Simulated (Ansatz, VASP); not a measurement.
**One calculation of Os, two programs**

```
Os
1.0
     1.91255    1.10421    2.73396
    -1.91255    1.10421    2.73396
     0.00000   -2.20842    2.73396
Os
2
Direct
  0.21832 0.21832 0.21832
  0.78168 0.78168 0.78168
```

Alike in both runs: functional r2SCAN; k mesh 6 × 6 × 6; occupations gaussian, width 0.1 eV; no spin polarisation.

Ansatz relaxed the structure, and its values are those at the end. VASP's run is a single point on that final structure, the one shown.

|  | VASP | Ansatz |
| --- | --- | --- |
| version | VASP 6.6.1 | Ansatz 0.2.0 |
| potentials or method | VASP PAW PBE potentials, release 64 (Os), cutoff 520 eV | scalar-relativistic, plane waves, PAW |
| valence electrons in the cell | 16 | 32 |

```csv
,VASP,Ansatz,Ansatz less VASP
gap on the k mesh at the Fermi level (eV),none,none,-
pressure (GPa),-0.9,-0.2,+0.78
rms of the force components (eV/Å),0.067,0.012,-0.0550
```

VASP's potentials were made for PBE, not for r2SCAN. A gap of «none» marks a metal or a gap that the smearing closes. VASP's potentials hold 16 valence electrons a cell and Ansatz's 32, so a difference there can come from the potentials and not from the codes.

Neither program's run includes spin-orbit coupling.
